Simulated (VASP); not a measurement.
# Pd5I2O (I4/mmm) in VASP: single point with r2SCAN

Aim: the single point of Pd5I2O with r2SCAN.

All numbers are computed with VASP 6.6.1; they aren't measurements. Logs are shortened: lines on timing, memory, paths and dates and some standing lists are left out, and cuts for length are marked.

## Step 1: The cell of the first run

It takes space group I4/mmm (No. 139, tetragonal). The conventional cell has a = 3.981 Å, b = 3.981 Å, c = 19.217 Å, α = 90.00°, β = 90.00°, γ = 90.00°. Pd (site symmetry 4/mmm) has 8 Pd at 2.62 Å and 4 O at 2.82 Å and 2 I at 3.51 Å within 3.6 Å. Within 3.5 Å of Pd (site symmetry 2mm) lie 7 Pd at 2.62 to 3.42 Å and 2 O at 2.62 Å and 2 I at 2.69 Å. Within 3.6 Å of I (site symmetry 4mm) lie 5 Pd at 2.69 to 3.51 Å. Within 3.5 Å of O (site symmetry 4/mmm) lie 12 Pd at 2.62 to 2.82 Å.

## Step 2: Single point, r2SCAN

Contents of POSCAR:

```
Pd5I2O
1.0
    0.0000000000      3.9811711700      0.0000000000
    3.9811711700      0.0000000000      0.0000000000
    1.9905850900      1.9905850900     -9.6085534500
Pd I O
5 2 1
Direct
    0.0000000000      0.0000000000      0.0000000000
    0.5889400000      0.0889400000      0.8221200000
    0.0889400000      0.5889400000      0.8221200000
    0.4110600000      0.9110600000      0.1778800000
    0.9110600000      0.4110600000      0.1778800000
    0.1827700000      0.1827700000      0.6344600000
    0.8172300000      0.8172300000      0.3655400000
    0.5000000000      0.5000000000      0.0000000000
```

Contents of INCAR.step1:

```
ALGO = Normal
EDIFF = 1E-4
ENCUT = 520
GGA = PE
ISMEAR = 1
LASPH = True
LCHARG = False
LREAL = False
LWAVE = True
NBANDS = 45
NELM = 100
PREC = Accurate
SIGMA = 0.0161
```

Contents of INCAR.step2:

```
ALGO = Normal
EDIFF = 1E-7
ENCUT = 520
ISIF = 2
ISMEAR = 1
ISTART = 1
LASPH = True
LCHARG = False
LMIXTAU = True
LREAL = False
LWAVE = False
METAGGA = R2SCAN
NBANDS = 45
NELM = 100
PREC = Accurate
SIGMA = 0.0161
```

Contents of KPOINTS:

```
k-points
0
Gamma
  7 7 7
```

Potentials or basis: VASP PAW PBE potentials, release 64 (Pd, I, O).

Started as:

```console
$ cat potpaw_PBE.64/Pd/POTCAR potpaw_PBE.64/I/POTCAR potpaw_PBE.64/O/POTCAR > POTCAR
$ cp INCAR.step1 INCAR
$ mpirun -np 1 vasp_std > vasp.out
$ cp INCAR.step2 INCAR
$ mpirun -np 1 vasp_std > vasp.out
```

OUTCAR:

```text
EDIFF = 1E-7
   ENCUT = 520
   ISIF = 2
   ISMEAR = 1
   ISTART = 1
   LASPH = True
   LREAL = False
   METAGGA = R2SCAN
   NELM = 100
   PREC = Accurate

 ion  position               nearest neighbor table
   1  0.000  0.000  0.000-   2 2.62   3 2.62   4 2.62   5 2.62   2 2.62   3 2.62   5 2.62   4 2.62

   2  0.589  0.089  0.822-   1 2.62   8 2.62   8 2.62   1 2.62   6 2.69   6 2.69   3 2.82   3 2.82
                             3 2.82   3 2.82   4 3.42
   3  0.089  0.589  0.822-   1 2.62   8 2.62   1 2.62   8 2.62   6 2.69   6 2.69   2 2.82   2 2.82
                             2 2.82   2 2.82   5 3.42
   4  0.411  0.911  0.178-   1 2.62   8 2.62   1 2.62   8 2.62   7 2.69   7 2.69   5 2.82   5 2.82
                             5 2.82   5 2.82   2 3.42
   5  0.911  0.411  0.178-   1 2.62   8 2.62   8 2.62   1 2.62   7 2.69   7 2.69   4 2.82   4 2.82
                             4 2.82   4 2.82   3 3.42
   6  0.183  0.183  0.634-   2 2.69   3 2.69   3 2.69   2 2.69
   7  0.817  0.817  0.366-   4 2.69   5 2.69   4 2.69   5 2.69
   8  0.500  0.500  0.000-   2 2.62   3 2.62   4 2.62   5 2.62   3 2.62   2 2.62   4 2.62   5 2.62

  LATTYP: Found a body centered tetragonal cell.
 ALAT       =     3.9811711700
 C/A-ratio  =     4.8269984081

  Lattice vectors:

 A1 = (  -1.9905850900,   1.9905860800,   9.6085534500)
 A2 = (   1.9905860800,  -1.9905850900,   9.6085534500)
 A3 = (   1.9905850900,   1.9905850900,  -9.6085534500)

Analysis of symmetry for initial positions (statically):
=====================================================================
 Subroutine PRICEL returns:
 Original cell was already a primitive cell.

 Routine SETGRP: Setting up the symmetry group for a
 body centered tetragonal supercell.

 Subroutine GETGRP returns: Found 16 space group operations
 (whereof 16 operations were pure point group operations)
 out of a pool of 16 trial point group operations.

The static configuration has the point symmetry D_4h.

Analysis of symmetry for dynamics (positions and initial velocities):
=====================================================================
 Subroutine PRICEL returns:
 Original cell was already a primitive cell.

 Routine SETGRP: Setting up the symmetry group for a
 body centered tetragonal supercell.

 Subroutine GETGRP returns: Found 16 space group operations
 (whereof 16 operations were pure point group operations)
 out of a pool of 16 trial point group operations.

The dynamic configuration has the point symmetry D_4h.

 Subroutine INISYM returns: Found 16 space group operations
 (whereof 16 operations are pure point group operations),
 and found     1 'primitive' translations

----------------------------------------------------------------------------------------

                                     Primitive cell

  volume of cell :     152.2929

  direct lattice vectors                    reciprocal lattice vectors
     0.000000000  3.981171170  0.000000000     0.000000000  0.251182368  0.052036956
     3.981171170  0.000000000  0.000000000     0.251182368  0.000000000  0.052036956
     1.990585090  1.990585090 -9.608553450     0.000000000  0.000000000 -0.104073938

  length of vectors
     3.981171170  3.981171170 10.012450120     0.256515938  0.256515938  0.104073938

  position of ions in fractional coordinates (direct lattice)
     0.000000000  0.000000000  0.000000000
     0.588940000  0.088940000  0.822120000
     0.088940000  0.588940000  0.822120000
     0.411060000  0.911060000  0.177880000
     0.911060000  0.411060000  0.177880000
     0.182770000  0.182770000  0.634460000
     0.817230000  0.817230000  0.365540000
     0.500000000  0.500000000  0.000000000

  ion indices of the primitive-cell ions
   primitive index   ion index
                 1           1
                 2           2
                 3           3
                 4           4
                 5           5
                 6           6
                 7           7
                 8           8

----------------------------------------------------------------------------------------

 KPOINTS: k-points

Automatic generation of k-mesh.
 Grid dimensions read from file:
 generate k-points for:    7    7    7

 Generating k-lattice:

  Cartesian coordinates                     Fractional coordinates (reciprocal lattice)
     0.000000000  0.035883195  0.007433851     0.142857143  0.000000000 -0.000000000
     0.035883195  0.000000000  0.007433851     0.000000000  0.142857143 -0.000000000
     0.000000000  0.000000000 -0.014867705     0.000000000  0.000000000  0.142857143

  Length of vectors
     0.036645134  0.036645134  0.014867705

  Shift w.r.t. Gamma in fractional coordinates (k-lattice)
     0.000000000  0.000000000  0.000000000

 Subroutine IBZKPT returns following result:
 ===========================================

 Found     40 irreducible k-points:

 Following reciprocal coordinates:
            Coordinates               Weight
  0.000000  0.000000  0.000000      1.000000
  0.142857  0.000000  0.000000      8.000000
  0.285714  0.000000  0.000000      8.000000
  0.428571  0.000000  0.000000      8.000000
  0.142857  0.142857  0.000000      8.000000
  0.285714  0.142857  0.000000     16.000000
[... 16 lines left out ...]
  0.285714  0.285714  0.142857      8.000000
  0.428571  0.285714  0.142857     16.000000
 [... further k-points ...]
   k-points           NKPTS =     40   k-points in BZ     NKDIM =     40   number of bands    NBANDS=     45
   number of dos      NEDOS =    301   number of ions     NIONS =      8
   total plane-waves  NPLWV =  72000
   dimension x,y,z NGX =    30 NGY =   30 NGZ =   80
   dimension x,y,z NGXF=    60 NGYF=   60 NGZF=  160
   ions per type =               5   2   1
   NGX,Y,Z   is equivalent  to a cutoff of  12.53, 12.53, 13.28 a.u.
   NGXF,Y,Z  is equivalent  to a cutoff of  25.05, 25.05, 26.57 a.u.
 SYSTEM =  unknown system
   PREC   = accura    normal or accurate (medium, high low for compatibility)
   ISTART =      1    job   : 0-new  1-cont  2-samecut
   ICHARG =      0    charge: 1-file 2-atom 10-const
   ISPIN  =      1    spin polarized calculation?
   LNONCOLLINEAR =      F non collinear calculations
   LSORBIT =      F    spin-orbit coupling
   LASPH  =      T    aspherical Exc in radial PAW
   ENCUT  =  520.0 eV  38.22 Ry    6.18 a.u.   7.40  7.40 18.62*2*pi/ulx,y,z
   NELM   =    100;   NELMIN=  2; NELMDL=  0     # of ELM steps
   EDIFF  = 0.1E-06   stopping-criterion for ELM
   LREAL  =      F    real-space projection
   EDIFFG = 0.1E-05   stopping-criterion for IOM
   NSW    =      0    number of steps for IOM
   IBRION =     -1    ionic relax: 0-MD 1-quasi-New 2-CG
   NFREE  =      0    steps in history (QN), initial steepest desc. (CG)
   ISIF   =      2    stress and relaxation
   ISYM   =      2    0-nonsym 1-usesym 2-fastsym
   POTIM  = 0.5000    time-step for ionic-motion
   TEBEG  =    0.0;   TEEND  =   0.0 temperature during run
   PSTRESS=    0.0 pullay stress
   NELECT =      70.0000    total number of electrons
   NUPDOWN=      -1.0000    fix difference up-down
   EMIN   =  10.00;   EMAX   =-10.00  energy-range for DOS
   EFERMI =   0.00;   METHOD = LEGACY
   ISMEAR =     1;   SIGMA  =   0.02  broadening in eV -4-tet -1-fermi 0-gaus
   EFERMI_NEDOS =   21; number of points for ismear=-14 and -15
   IALGO  =     38    algorithm
   IMIX   =      4    mixing-type and parameters
     AMIX     =   0.40;   BMIX     =  1.00
     AMIX_MAG =   1.60;   BMIX_MAG =  1.00
  volume/ion in A,a.u.               =      19.04       128.47
  Fermi-wavevector in a.u.,A,eV,Ry     =   1.263420  2.387517 21.718015  1.596229
  Thomas-Fermi vector in A             =   2.396777
   LORBIT       =      0    0 simple, 1 ext, 2 COOP (PROOUT), +10 PAW based schemes
   METAGGA = R2SCAN    functional components
   LHFCALC =     F    Hartree Fock is set to
   AEXX    =    0.0000 exact exchange contribution
   IVDW    =     0    specifies the selected vdW correction
   LEPSILON=     F    determine dielectric tensor
   LRPA    =     F    only Hartree local field effects (RPA)
 non-spin polarized calculation
 Methfessel and Paxton  Order N= 1 SIGMA  =   0.02
  energy-cutoff  :      520.00
  volume of cell :      152.29
 maximum number of plane-waves:      4171
 NGX is ok and might be reduce to    30
   NGX = 15   NGY = 15   NGZ = 37

 number of electron      69.9999993 magnetization

 Free energy of the ion-electron system (eV)
  ---------------------------------------------------
  ext. energy  EPLUGINS =         0.00000000
  ---------------------------------------------------
  free energy    TOTEN  =      -167.59478442 eV

  energy without entropy =     -167.59500153  energy(sigma->0) =     -167.59485679

 E-fermi :   7.3956     XC(G=0): -11.7397

 val. band max:        7.3907171553   @ k =  -0.4286   0.4286   0.0000
 cond. band min:       7.4025794050   @ k =  -0.1429   0.1429   0.0000
 fundamental gap:      0.0118622497
 Fermi energy:         7.3955989871

 k-point     1 :       0.0000    0.0000    0.0000
  band No.  band energies     occupation
      1     -10.7137      2.00000
      2      -7.6286      2.00000
      3      -7.0205      2.00000
      4       0.1978      2.00000
      5       1.5501      2.00000
      6       2.2576      2.00000
[... 37 lines left out ...]
     44      14.3428      0.00000
     45      14.3428      0.00000

 k-point     2 :       0.1429    0.0000    0.0000
  band No.  band energies     occupation
      1     -10.7015      2.00000
      2      -7.5500      2.00000
      3      -6.9907      2.00000
      4       0.3747      2.00000
      5       1.5879      2.00000
      6       2.2448      2.00000
[... 37 lines left out ...]
     44      13.8980      0.00000
     45      14.3628      0.00000

 k-point     3 :       0.2857    0.0000    0.0000
  band No.  band energies     occupation
      1     -10.6744      2.00000
      2      -7.3469      2.00000
      3      -6.9396      2.00000
      4       0.8079      2.00000
      5       1.4623      2.00000
      6       1.9858      2.00000
[... 997 lines left out ...]
     44      13.9340      0.00000
     45      14.5648      0.00000

 k-point    24 :       0.4286    0.2857    0.1429
  band No.  band energies     occupation
      1     -10.6422      2.00000
      2      -6.9132      2.00000
      3      -6.8121      2.00000
      4       1.3574      2.00000
      5       1.4689      2.00000
      6       1.8012      2.00000
[... 37 lines left out ...]
     44      13.6820      0.00000
     45      14.1499      0.00000

 [... further k-points ...]
[... 5 lines left out ...]
  --------------------------------------------------------------------------------------
  -------------------------------------------------------------------------------------
  Total        4.5041607      4.5041607      3.6263672      0.0000000      0.0000002      0.0000002
  in kB       47.3854217     47.3854217     38.1507124      0.0000000      0.0000020      0.0000020
  external PRESSURE =      44.3071852 kB  Pullay stress =       0.0000000 kB

 VOLUME and BASIS-vectors are now :
 -----------------------------------------------------------------------------
  energy-cutoff  :      520.00
  volume of cell :      152.29
      direct lattice vectors                 reciprocal lattice vectors
     0.000000000  3.981171170  0.000000000     0.000000000  0.251182368  0.052036956
     3.981171170  0.000000000  0.000000000     0.251182368  0.000000000  0.052036956
     1.990585090  1.990585090 -9.608553450     0.000000000  0.000000000 -0.104073938

 POSITION                                       TOTAL-FORCE (eV/Angst)
 -----------------------------------------------------------------------------------
      0.00000      0.00000      0.00000         0.000000      0.000000      0.000000
      1.99059      3.98117     -7.89938         0.000000      0.000000      0.047860
      3.98117      1.99059     -7.89938         0.000000      0.000000      0.047860
      3.98117      1.99059     -1.70917        -0.000000     -0.000000     -0.047860
      1.99059      3.98117     -1.70917        -0.000000     -0.000000     -0.047860
      1.99059      1.99059     -6.09624         0.000000      0.000000      0.332742
      3.98117      3.98117     -3.51231        -0.000000     -0.000000     -0.332742
      1.99059      1.99059      0.00000        -0.000000     -0.000000      0.000000
 -----------------------------------------------------------------------------------
    total drift:                                0.000000      0.000000     -0.000000

  FREE ENERGIE OF THE ION-ELECTRON SYSTEM (eV)
  ---------------------------------------------------
  free  energy   TOTEN  =      -167.5947844153 eV

  energy  without entropy=     -167.5950015331  energy(sigma->0) =     -167.59485679
```

Wall time 16 min (1 thread of Intel Xeon Platinum 8488C (Sapphire Rapids), shared host); peak memory 0.43 GiB.

What came out:

```yaml
Free_energy: -167.5948 eV
Pressure: 4.4 GPa
Largest_force: 0.333 eV/Å
Band_gap_on_the_k_mesh: zero (bands 35 and 36 overlap by 0.29 eV)
```

Forces in eV/Å, atoms in the order of the input:
```
Pd   0.000  0.000  0.000
Pd   0.000  0.000  0.048
Pd   0.000  0.000  0.048
Pd   0.000  0.000 -0.048
Pd   0.000  0.000 -0.048
I    0.000  0.000  0.333
I    0.000  0.000 -0.333
O    0.000  0.000  0.000
```

Levels at points of the mesh, in eV from the Fermi level:
| k point | band 33 | band 34 | band 35 | band 36 | band 37 | band 38 |
| --- | --- | --- | --- | --- | --- | --- |
| (0.00, 0.00, 0.00) | 0.05 | 0.06 | 0.13 | 0.13 | 0.30 | 0.30 |

Caveat: the cell stands under pressure; the PAW data sets were made with another functional, which shifts forces and pressure a little; spin-orbit coupling is left out, which moves the levels of the heavy elements.
